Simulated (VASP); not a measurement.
# SnSe2 (P-3m1) in VASP: single point with PBE

Aim: the single point of SnSe2 with PBE.

Everything below comes from runs of VASP 6.6.1. Logs are shortened: lines on timing, memory, paths and dates and some standing lists are left out, and cuts for length are marked.

## 1. The cell of the first run

It takes space group P-3m1 (No. 164, trigonal). Conventional cell: a = 3.811 Å, b = 3.811 Å, c = 6.136 Å, α = 90.00°, β = 90.00°, γ = 120.00°. Sn (site symmetry -3m) has 6 Se at 2.68 Å within 3.5 Å. Se (site symmetry 3m) has 3 Sn at 2.68 Å within 3.5 Å.

## 2. Single point, PBE

The input, INCAR:

```
PREC = Accurate
ENCUT = 500
EDIFF = 1E-6
ISMEAR = 0
SIGMA = 0.01
LREAL = F
LASPH = T
NELM = 120
ALGO = Normal
ISIF = 2
LWAVE = F
LCHARG = F
GGA = PE
NBANDS = 20
GGA_COMPAT = F
```

The input, KPOINTS:

```
Automatic mesh
0
Gamma
  6 6 2
```

The input, POSCAR:

```
SnSe2
1.0
    3.8110000000      0.0000000000      0.0000000000
   -1.9055000000      3.3004228100      0.0000000000
    0.0000000000      0.0000000000      6.1360000000
Sn Se
1 2
Direct
    0.0000000000      0.0000000000      0.0000000000
    0.3333333300      0.6666666700      0.2490000000
    0.6666666700      0.3333333300      0.7510000000
```

Potentials or basis: VASP PAW PBE potentials, release 64 (Sn_d, Se).

Started as:

```
$ cat potpaw_PBE.64/Sn_d/POTCAR potpaw_PBE.64/Se/POTCAR > POTCAR
$ mpirun -np 1 vasp_std > vasp.out
```

OUTCAR:

```text
PREC = Accurate
   ENCUT = 500
   EDIFF = 1E-6
   ISMEAR = 0
   LREAL = F
   LASPH = T
   NELM = 120
   ISIF = 2
   GGA = PE

 ion  position               nearest neighbor table
   1  0.000  0.000  0.000-   2 2.68   3 2.68   2 2.68   3 2.68   3 2.68   2 2.68
   2  0.333  0.667  0.249-   1 2.68   1 2.68   1 2.68
   3  0.667  0.333  0.751-   1 2.68   1 2.68   1 2.68

  LATTYP: Found a hexagonal cell.
 ALAT       =     3.8110000000
 C/A-ratio  =     1.6100760955

  Lattice vectors:

 A1 = (   3.8110000000,   0.0000000000,   0.0000000000)
 A2 = (  -1.9055000000,   3.3004228100,   0.0000000000)
 A3 = (   0.0000000000,   0.0000000000,   6.1360000000)

Analysis of symmetry for initial positions (statically):
=====================================================================
 Subroutine PRICEL returns:
 Original cell was already a primitive cell.

 Routine SETGRP: Setting up the symmetry group for a
 hexagonal supercell.

 Subroutine GETGRP returns: Found 12 space group operations
 (whereof 12 operations were pure point group operations)
 out of a pool of 24 trial point group operations.

The static configuration has the point symmetry D_3d.

Analysis of symmetry for dynamics (positions and initial velocities):
=====================================================================
 Subroutine PRICEL returns:
 Original cell was already a primitive cell.

 Routine SETGRP: Setting up the symmetry group for a
 hexagonal supercell.

 Subroutine GETGRP returns: Found 12 space group operations
 (whereof 12 operations were pure point group operations)
 out of a pool of 24 trial point group operations.

The dynamic configuration has the point symmetry D_3d.

 Subroutine INISYM returns: Found 12 space group operations
 (whereof 12 operations are pure point group operations),
 and found     1 'primitive' translations

----------------------------------------------------------------------------------------

                                     Primitive cell

  volume of cell :      77.1781

  direct lattice vectors                    reciprocal lattice vectors
     3.811000000  0.000000000  0.000000000     0.262398321  0.151495741  0.000000000
    -1.905500000  3.300422810  0.000000000     0.000000000  0.302991482  0.000000000
     0.000000000  0.000000000  6.136000000     0.000000000  0.000000000  0.162972621

  length of vectors
     3.811000000  3.810999997  6.136000000     0.302991482  0.302991482  0.162972621

  position of ions in fractional coordinates (direct lattice)
     0.000000000  0.000000000  0.000000000
     0.333333330  0.666666670  0.249000000
     0.666666670  0.333333330  0.751000000

  ion indices of the primitive-cell ions
   primitive index   ion index
                 1           1
                 2           2
                 3           3

----------------------------------------------------------------------------------------

 KPOINTS: Automatic mesh

Automatic generation of k-mesh.
 Grid dimensions read from file:
 generate k-points for:    6    6    2

 Generating k-lattice:

  Cartesian coordinates                     Fractional coordinates (reciprocal lattice)
     0.043733053  0.025249290  0.000000000     0.166666667  0.000000000  0.000000000
     0.000000000  0.050498580  0.000000000     0.000000000  0.166666667  0.000000000
     0.000000000  0.000000000  0.081486310     0.000000000  0.000000000  0.500000000

  Length of vectors
     0.050498580  0.050498580  0.081486310

  Shift w.r.t. Gamma in fractional coordinates (k-lattice)
     0.000000000  0.000000000  0.000000000

 Subroutine IBZKPT returns following result:
 ===========================================

 Found     14 irreducible k-points:

 Following reciprocal coordinates:
            Coordinates               Weight
  0.000000  0.000000  0.000000      1.000000
  0.166667 -0.000000  0.000000      6.000000
  0.333333 -0.000000  0.000000      6.000000
  0.500000 -0.000000  0.000000      3.000000
  0.166667  0.166667  0.000000      6.000000
  0.333333  0.166667  0.000000     12.000000
  0.333333  0.333333  0.000000      2.000000
  0.000000  0.000000  0.500000      1.000000
  0.166667 -0.000000  0.500000      6.000000
  0.333333 -0.000000  0.500000      6.000000
  0.500000 -0.000000  0.500000      3.000000
  0.166667  0.166667  0.500000      6.000000
  0.333333  0.166667  0.500000     12.000000
  0.333333  0.333333  0.500000      2.000000
   k-points           NKPTS =     14   k-points in BZ     NKDIM =     14   number of bands    NBANDS=     20
   number of dos      NEDOS =    301   number of ions     NIONS =      3
   total plane-waves  NPLWV =  37632
   dimension x,y,z NGX =    28 NGY =   28 NGZ =   48
   dimension x,y,z NGXF=    56 NGYF=   56 NGZF=   96
   ions per type =               1   2
   NGX,Y,Z   is equivalent  to a cutoff of  12.21, 12.21, 13.00 a.u.
   NGXF,Y,Z  is equivalent  to a cutoff of  24.43, 24.43, 26.01 a.u.
 SYSTEM =  unknown system
   PREC   = accura    normal or accurate (medium, high low for compatibility)
   ISTART =      0    job   : 0-new  1-cont  2-samecut
   ICHARG =      2    charge: 1-file 2-atom 10-const
   ISPIN  =      1    spin polarized calculation?
   LNONCOLLINEAR =      F non collinear calculations
   LSORBIT =      F    spin-orbit coupling
   LASPH  =      T    aspherical Exc in radial PAW
   ENCUT  =  500.0 eV  36.75 Ry    6.06 a.u.   6.95  6.95 11.19*2*pi/ulx,y,z
   NELM   =    120;   NELMIN=  2; NELMDL= -5     # of ELM steps
   EDIFF  = 0.1E-05   stopping-criterion for ELM
   LREAL  =      F    real-space projection
   EDIFFG = 0.1E-04   stopping-criterion for IOM
   NSW    =      0    number of steps for IOM
   IBRION =     -1    ionic relax: 0-MD 1-quasi-New 2-CG
   NFREE  =      0    steps in history (QN), initial steepest desc. (CG)
   ISIF   =      2    stress and relaxation
   ISYM   =      2    0-nonsym 1-usesym 2-fastsym
   POTIM  = 0.5000    time-step for ionic-motion
   TEBEG  =    0.0;   TEEND  =   0.0 temperature during run
   PSTRESS=    0.0 pullay stress
   NELECT =      26.0000    total number of electrons
   NUPDOWN=      -1.0000    fix difference up-down
   EMIN   =  10.00;   EMAX   =-10.00  energy-range for DOS
   EFERMI =   0.00;   METHOD = LEGACY
   ISMEAR =     0;   SIGMA  =   0.01  broadening in eV -4-tet -1-fermi 0-gaus
   EFERMI_NEDOS =   21; number of points for ismear=-14 and -15
   IALGO  =     38    algorithm
   IMIX   =      4    mixing-type and parameters
     AMIX     =   0.40;   BMIX     =  1.00
     AMIX_MAG =   1.60;   BMIX_MAG =  1.00
  volume/ion in A,a.u.               =      25.73       173.61
  Fermi-wavevector in a.u.,A,eV,Ry     =   1.139116  2.152617 17.654722  1.297585
  Thomas-Fermi vector in A             =   2.275820
   LORBIT       =      0    0 simple, 1 ext, 2 COOP (PROOUT), +10 PAW based schemes
   GGA     = PE    functional components
   LHFCALC =     F    Hartree Fock is set to
   AEXX    =    0.0000 exact exchange contribution
   IVDW    =     0    specifies the selected vdW correction
   LEPSILON=     F    determine dielectric tensor
   LRPA    =     F    only Hartree local field effects (RPA)
 non-spin polarized calculation
 Gauss-broadening in eV      SIGMA  =   0.01
  energy-cutoff  :      500.00
  volume of cell :       77.18
 maximum number of plane-waves:      1968
 NGX is ok and might be reduce to    28
   NGX = 13   NGY = 13   NGZ = 23

 number of electron      26.0000006 magnetization

 Free energy of the ion-electron system (eV)
  ---------------------------------------------------
  ext. energy  EPLUGINS =         0.00000000
  ---------------------------------------------------
  free energy    TOTEN  =       -11.74510935 eV

  energy without entropy =      -11.74510935  energy(sigma->0) =      -11.74510935

 E-fermi :   4.3053     XC(G=0):  -9.4543

 val. band max:        4.1681234229   @ k =   0.0000   0.0000   0.0000
 cond. band min:       5.0426667471   @ k =   0.5000  -0.0000   0.5000
 fundamental gap:      0.8745433242
 Fermi energy:         4.3053460640

 k-point     1 :       0.0000    0.0000    0.0000
  band No.  band energies     occupation
      1     -17.0953      2.00000
      2     -17.0953      2.00000
      3     -17.0577      2.00000
      4     -17.0418      2.00000
      5     -17.0418      2.00000
      6      -9.8284      2.00000
[... 12 lines left out ...]
     19      13.1121      0.00000
     20      13.1121      0.00000

 k-point     2 :       0.1667   -0.0000    0.0000
  band No.  band energies     occupation
      1     -17.1094      2.00000
      2     -17.0870      2.00000
      3     -17.0517      2.00000
      4     -17.0452      2.00000
      5     -17.0390      2.00000
      6      -9.5526      2.00000
[... 12 lines left out ...]
     19      12.4442      0.00000
     20      13.3773      0.00000

 k-point     3 :       0.3333   -0.0000    0.0000
  band No.  band energies     occupation
      1     -17.1406      2.00000
      2     -17.0777      2.00000
      3     -17.0598      2.00000
      4     -17.0291      2.00000
      5     -17.0258      2.00000
      6      -8.8133      2.00000
[... 12 lines left out ...]
     19      13.1143      0.00000
     20      13.9705      0.00000

 k-point     4 :       0.5000   -0.0000    0.0000
  band No.  band energies     occupation
      1     -17.1568      2.00000
      2     -17.0764      2.00000
      3     -17.0645      2.00000
      4     -17.0198      2.00000
      5     -17.0159      2.00000
      6      -8.1654      2.00000
[... 199 lines left out ...]
 k-point    13 :       0.3333    0.1667    0.5000
  band No.  band energies     occupation
      1     -17.1416      2.00000
      2     -17.0890      2.00000
      3     -17.0554      2.00000
      4     -17.0297      2.00000
      5     -17.0184      2.00000
      6      -8.1366      2.00000
[... 12 lines left out ...]
     19      12.6222      0.00000
     20      13.8330      0.00000

 k-point    14 :       0.3333    0.3333    0.5000
  band No.  band energies     occupation
      1     -17.1176      2.00000
      2     -17.1176      2.00000
      3     -17.0378      2.00000
      4     -17.0378      2.00000
      5     -17.0241      2.00000
      6      -7.6824      2.00000
[... 12 lines left out ...]
     19      13.1671      0.00000
     20      13.2459      0.00000

------------------------ aborting loop because EDIFF is reached ----------------------------------------

  FORCE on cell =-STRESS in cart. coord.  units (eV):
  Direction    XX          YY          ZZ          XY          YZ          ZX
  --------------------------------------------------------------------------------------
  -------------------------------------------------------------------------------------
  Total        2.5160357      2.5160357      3.0961195      0.0000000      0.0000000      0.0000000
  in kB       52.2316216     52.2316215     64.2738658      0.0000000      0.0000000      0.0000000
  external PRESSURE =      56.2457030 kB  Pullay stress =       0.0000000 kB

 VOLUME and BASIS-vectors are now :
 -----------------------------------------------------------------------------
  energy-cutoff  :      500.00
  volume of cell :       77.18
      direct lattice vectors                 reciprocal lattice vectors
     3.811000000  0.000000000  0.000000000     0.262398321  0.151495741  0.000000000
    -1.905500000  3.300422810  0.000000000     0.000000000  0.302991482  0.000000000
     0.000000000  0.000000000  6.136000000     0.000000000  0.000000000  0.162972621

 POSITION                                       TOTAL-FORCE (eV/Angst)
 -----------------------------------------------------------------------------------
      0.00000      0.00000      0.00000         0.000000      0.000000      0.000000
     -0.00000      2.20028      1.52786        -0.000000      0.000000      0.801541
      1.90550      1.10014      4.60814         0.000000      0.000000     -0.801541
 -----------------------------------------------------------------------------------
    total drift:                               -0.000000     -0.000000      0.000000

  FREE ENERGIE OF THE ION-ELECTRON SYSTEM (eV)
  ---------------------------------------------------
  free  energy   TOTEN  =       -11.7451093544 eV

  energy  without entropy=      -11.7451093544  energy(sigma->0) =      -11.74510935
```

Wall time 22 s (1 thread of Intel Xeon 8259CL, shared host); peak memory 0.19 GiB.

Results:

| Property | Result |
| --- | --- |
| Free energy | -11.7451 eV |
| Pressure | 5.6 GPa |
| Largest force | 0.802 eV/Å |
| Band gap on the k mesh | 0.87 eV (least direct gap 1.09 eV) |

Forces on the atoms (eV/Å):
```
Sn   0.000  0.000  0.000
Se   0.000  0.000  0.802
Se   0.000  0.000 -0.802
```

Stress tensor (GPa, compression positive):
```
5.22 0.00 0.00
0.00 5.22 0.00
0.00 0.00 6.43
```

Levels at points of the mesh, in eV from the valence-band top:
| k point | band 9 | band 10 | band 11 | band 12 | band 13 | band 14 | band 15 | band 16 | band 17 | band 18 |
| --- | --- | --- | --- | --- | --- | --- | --- | --- | --- | --- |
| (0.00, 0.00, 0.00) | -0.70 | -0.70 | -0.39 | -0.39 | 0.00 | 1.09 | 2.95 | 4.64 | 4.64 | 8.13 |
| (0.50, 0.00, 0.00) | -4.48 | -2.90 | -2.68 | -1.19 | -0.30 | 1.16 | 3.80 | 5.45 | 5.49 | 7.28 |
| (0.00, 0.00, 0.50) | -2.04 | -0.79 | -0.79 | -0.24 | -0.24 | 2.45 | 2.92 | 4.37 | 4.37 | 8.17 |
| (0.50, 0.00, 0.50) | -4.92 | -2.51 | -1.99 | -0.83 | -0.69 | 0.87 | 4.26 | 4.85 | 5.84 | 6.36 |

Caveat: the k points lie up to 0.51 Å⁻¹ apart; spin-orbit coupling is left out, which moves the levels of the heavy elements; this functional lacks dispersion, which binds layers or chains, so the pressure and a relaxed spacing across them are unreliable.
